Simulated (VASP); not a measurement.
# SnGeO2 (P6/mmm) in VASP: single point with PBE

Aim: the single point of SnGeO2 with PBE.

All numbers are computed with VASP 6.6.1; they aren't measurements. Logs are shortened: lines on timing, memory, paths and dates and some standing lists are left out, and cuts for length are marked.

## 1. The cell of the first run

Symmetry: P6/mmm, No. 191, hexagonal system. Conventional cell: a = 4.323 Å, b = 4.323 Å, c = 4.760 Å, α = 90.00°, β = 90.00°, γ = 120.00°. Sn (site symmetry 6/mmm) has 2 Ge at 2.38 Å and 6 O at 2.50 Å within 3.1 Å. Within 3.1 Å of Ge (site symmetry 6/mmm) lie 2 Sn at 2.38 Å. O (site symmetry -6m2) has 3 Sn at 2.50 Å and 3 O at 2.50 Å within 3.3 Å.

## 2. Single point, PBE

Input file INCAR:

```
SYSTEM = SnGeO2
  PREC = Accurate
  ENCUT = 520
  EDIFF = 1E-6
  ISMEAR = 0
  SIGMA = 0.1
  LREAL = .False.
  LASPH = .True.
  NELM = 80
  ALGO = Normal
  ISIF = 2
  LWAVE = .False.
  LCHARG = .False.
  GGA = PE
  NBANDS = 28
```

Input file KPOINTS:

```
Automatic mesh
0
Gamma
  6 6 4
  0 0 0
```

Input file POSCAR:

```
SnGeO2
1.0
    4.3231514300      0.0000000000      0.0000000000
   -2.1615757100      3.7439589600      0.0000000000
    0.0000000000      0.0000000000      4.7601559300
Sn Ge O
1 1 2
Direct
    0.0000000000      0.0000000000      0.0000000000
    0.0000000000      0.0000000000      0.5000000000
    0.3333333300      0.6666666700      0.0000000000
    0.6666666700      0.3333333300      0.0000000000
```

Potentials or basis: VASP PAW PBE potentials, release 64 (Sn_d, Ge_d, O).

Started as:

```sh
$ cat potpaw_PBE.64/Sn_d/POTCAR potpaw_PBE.64/Ge_d/POTCAR potpaw_PBE.64/O/POTCAR > POTCAR
$ mpirun -np 1 vasp_std > vasp.out
```

OUTCAR:

```text
SYSTEM = SnGeO2
   PREC = Accurate
   ENCUT = 520
   EDIFF = 1E-6
   ISMEAR = 0
   LREAL = .False.
   LASPH = .True.
   NELM = 80
   ISIF = 2
   GGA = PE

 ion  position               nearest neighbor table
   1  0.000  0.000  0.000-   2 2.38   2 2.38   4 2.50   3 2.50   3 2.50   4 2.50   4 2.50   3 2.50

   2  0.000  0.000  0.500-   1 2.38   1 2.38
   3  0.333  0.667  0.000-   1 2.50   1 2.50   1 2.50
   4  0.667  0.333  0.000-   1 2.50   1 2.50   1 2.50

  LATTYP: Found a hexagonal cell.
 ALAT       =     4.3231514300
 C/A-ratio  =     1.1010847080

  Lattice vectors:

 A1 = (   4.3231514300,   0.0000000000,   0.0000000000)
 A2 = (  -2.1615757100,   3.7439589600,   0.0000000000)
 A3 = (   0.0000000000,   0.0000000000,   4.7601559300)

Analysis of symmetry for initial positions (statically):
=====================================================================
 Subroutine PRICEL returns:
 Original cell was already a primitive cell.

 Routine SETGRP: Setting up the symmetry group for a
 hexagonal supercell.

 Subroutine GETGRP returns: Found 24 space group operations
 (whereof 24 operations were pure point group operations)
 out of a pool of 24 trial point group operations.

The static configuration has the point symmetry D_6h.

Analysis of symmetry for dynamics (positions and initial velocities):
=====================================================================
 Subroutine PRICEL returns:
 Original cell was already a primitive cell.

 Routine SETGRP: Setting up the symmetry group for a
 hexagonal supercell.

 Subroutine GETGRP returns: Found 24 space group operations
 (whereof 24 operations were pure point group operations)
 out of a pool of 24 trial point group operations.

The dynamic configuration has the point symmetry D_6h.

 Subroutine INISYM returns: Found 24 space group operations
 (whereof 24 operations are pure point group operations),
 and found     1 'primitive' translations

----------------------------------------------------------------------------------------

                                     Primitive cell

  volume of cell :      77.0465

[... 82 lines left out ...]
   ISPIN  =      1    spin polarized calculation?
   LNONCOLLINEAR =      F non collinear calculations
   LSORBIT =      F    spin-orbit coupling
   LASPH  =      T    aspherical Exc in radial PAW
   ENCUT  =  520.0 eV  38.22 Ry    6.18 a.u.   8.04  8.04  8.85*2*pi/ulx,y,z
   NELM   =     80;   NELMIN=  2; NELMDL= -5     # of ELM steps
   EDIFF  = 0.1E-05   stopping-criterion for ELM
   LREAL  =      F    real-space projection
   EDIFFG = 0.1E-04   stopping-criterion for IOM
   NSW    =      0    number of steps for IOM
   IBRION =     -1    ionic relax: 0-MD 1-quasi-New 2-CG
   NFREE  =      0    steps in history (QN), initial steepest desc. (CG)
   ISIF   =      2    stress and relaxation
   ISYM   =      2    0-nonsym 1-usesym 2-fastsym
   POTIM  = 0.5000    time-step for ionic-motion
   TEBEG  =    0.0;   TEEND  =   0.0 temperature during run
   PSTRESS=    0.0 pullay stress
   NELECT =      40.0000    total number of electrons
   NUPDOWN=      -1.0000    fix difference up-down
   EMIN   =  10.00;   EMAX   =-10.00  energy-range for DOS
   EFERMI =   0.00;   METHOD = LEGACY
   ISMEAR =     0;   SIGMA  =   0.10  broadening in eV -4-tet -1-fermi 0-gaus
   EFERMI_NEDOS =   21; number of points for ismear=-14 and -15
   IALGO  =     38    algorithm
   IMIX   =      4    mixing-type and parameters
     AMIX     =   0.40;   BMIX     =  1.00
     AMIX_MAG =   1.60;   BMIX_MAG =  1.00
  volume/ion in A,a.u.               =      19.26       129.98
  Fermi-wavevector in a.u.,A,eV,Ry     =   1.315762  2.486429 23.554801  1.731229
  Thomas-Fermi vector in A             =   2.445922
   LORBIT       =      0    0 simple, 1 ext, 2 COOP (PROOUT), +10 PAW based schemes
   GGA     = PE    functional components
   LHFCALC =     F    Hartree Fock is set to
   AEXX    =    0.0000 exact exchange contribution
   IVDW    =     0    specifies the selected vdW correction
   LEPSILON=     F    determine dielectric tensor
   LRPA    =     F    only Hartree local field effects (RPA)
 non-spin polarized calculation
 Gauss-broadening in eV      SIGMA  =   0.10
  energy-cutoff  :      520.00
  volume of cell :       77.05
 maximum number of plane-waves:      2090
   NGX = 17   NGY = 17   NGZ = 17

 number of electron      39.9999977 magnetization

 Free energy of the ion-electron system (eV)
  ---------------------------------------------------
  ext. energy  EPLUGINS =         0.00000000
  ---------------------------------------------------
  free energy    TOTEN  =       -16.06692416 eV

  energy without entropy =      -16.04142660  energy(sigma->0) =      -16.05417538

 E-fermi :   3.4496     XC(G=0):  -9.5095

 val. band max:        3.4461588699   @ k =   0.3333   0.1667   0.2500
 cond. band min:       3.4574945370   @ k =   0.3333   0.1667   0.5000
 fundamental gap:      0.0113356672
 Fermi energy:         3.4495947306

 k-point     1 :       0.0000    0.0000    0.0000
  band No.  band energies     occupation
      1     -22.1689      2.00000
      2     -22.1689      2.00000
      3     -22.1394      2.00000
      4     -22.0552      2.00000
      5     -22.0552      2.00000
      6     -17.9620      2.00000
[... 640 lines left out ...]
     27      13.3826      0.00000
     28      13.3827      0.00000

------------------------ aborting loop because EDIFF is reached ----------------------------------------

  FORCE on cell =-STRESS in cart. coord.  units (eV):
  Direction    XX          YY          ZZ          XY          YZ          ZX
  --------------------------------------------------------------------------------------
  -------------------------------------------------------------------------------------
  Total       -6.7318401     -6.7318401     11.6128068     -0.0000000      0.0000000     -0.0000000
  in kB     -139.9882765   -139.9882763    241.4877345     -0.0000002      0.0000000     -0.0000000
  external PRESSURE =     -12.8296061 kB  Pullay stress =       0.0000000 kB

 VOLUME and BASIS-vectors are now :
 -----------------------------------------------------------------------------
  energy-cutoff  :      520.00
  volume of cell :       77.05
      direct lattice vectors                 reciprocal lattice vectors
     4.323151430  0.000000000  0.000000000     0.231312739  0.133548472  0.000000000
    -2.161575710  3.743958960  0.000000000     0.000000000  0.267096945  0.000000000
     0.000000000  0.000000000  4.760155930     0.000000000  0.000000000  0.210077152

 POSITION                                       TOTAL-FORCE (eV/Angst)
 -----------------------------------------------------------------------------------
      0.00000      0.00000      0.00000         0.000000      0.000000      0.000000
      0.00000      0.00000      2.38008         0.000000      0.000000      0.000000
     -0.00000      2.49597      0.00000        -0.000000      0.000000      0.000000
      2.16158      1.24799      0.00000         0.000000      0.000000      0.000000
 -----------------------------------------------------------------------------------
    total drift:                               -0.000000      0.000000      0.000000

  FREE ENERGIE OF THE ION-ELECTRON SYSTEM (eV)
  ---------------------------------------------------
  free  energy   TOTEN  =       -16.0669241558 eV

  energy  without entropy=      -16.0414266005  energy(sigma->0) =      -16.05417538
```

OSZICAR:

```text
N       E                     dE             d eps       ncg     rms          rms(c)
DAV:   1     0.412780836370E+03    0.41278E+03   -0.19848E+04  1364   0.279E+03
DAV:   2     0.499182299895E+02   -0.36286E+03   -0.34803E+03  1272   0.703E+02
DAV:   3    -0.179210760059E+02   -0.67839E+02   -0.66118E+02  1304   0.192E+02
DAV:   4    -0.216255410591E+02   -0.37045E+01   -0.36925E+01  1368   0.531E+01
DAV:   5    -0.217207709781E+02   -0.95230E-01   -0.95204E-01  1364   0.843E+00    0.137E+01
DAV:   6    -0.205571741485E+02    0.11636E+01   -0.96050E+01  1768   0.520E+01    0.184E+01
DAV:   7    -0.165472215553E+02    0.40100E+01   -0.40522E+01  1552   0.214E+01    0.421E+00
DAV:   8    -0.162641564935E+02    0.28307E+00   -0.12159E+00  1356   0.584E+00    0.260E+00
DAV:   9    -0.160834482419E+02    0.18071E+00   -0.98768E-01  1520   0.404E+00    0.131E+00
DAV:  10    -0.160685139572E+02    0.14934E-01   -0.85141E-02  1260   0.172E+00    0.443E-01
DAV:  11    -0.160682200043E+02    0.29395E-03   -0.33194E-03  1616   0.654E-01    0.370E-01
DAV:  12    -0.160668500000E+02    0.13700E-02   -0.88823E-03  1504   0.679E-01    0.440E-02
DAV:  13    -0.160669501238E+02   -0.10012E-03   -0.51800E-04  1280   0.146E-01    0.497E-02
DAV:  14    -0.160669265607E+02    0.23563E-04   -0.33447E-04  1532   0.145E-01    0.178E-02
DAV:  15    -0.160669239735E+02    0.25872E-05   -0.47395E-05  1596   0.518E-02    0.320E-03
DAV:  16    -0.160669241558E+02   -0.18234E-06   -0.19053E-06  1148   0.942E-03
   1 F= -.16066924E+02 E0= -.16054175E+02  d E =-.254976E-01
```

It took 33 s on 1 thread of AMD EPYC 7R13 (Zen 3), shared host; peak memory 0.18 GiB.

What came out:

| Property | Result |
| --- | --- |
| Free energy | -16.0669 eV |
| Pressure | -1.3 GPa |
| Band gap on the k mesh | zero (band 20 reaches 3.60 eV, above the bottom of band 21 at 2.98 eV) |

Levels at points of the mesh, in eV from the Fermi level:
| k point | band 17 | band 18 | band 19 | band 20 | band 21 | band 22 | band 23 | band 24 |
| --- | --- | --- | --- | --- | --- | --- | --- | --- |
| (0.00, 0.00, 0.00) | -2.16 | -2.16 | -1.39 | -0.59 | -0.47 | 1.53 | 1.53 | 6.16 |
| (0.50, 0.00, 0.00) | -2.03 | -1.68 | -0.85 | -0.32 | -0.03 | 0.93 | 1.41 | 6.61 |
| (0.00, 0.00, 0.50) | -1.83 | -1.83 | -1.79 | -0.55 | 1.35 | 1.35 | 5.33 | 5.81 |
| (0.50, 0.00, 0.50) | -1.30 | -1.17 | -0.64 | -0.03 | 0.75 | 0.83 | 4.31 | 5.99 |

Caveat: spin-orbit coupling is left out, which moves the levels of the heavy elements.
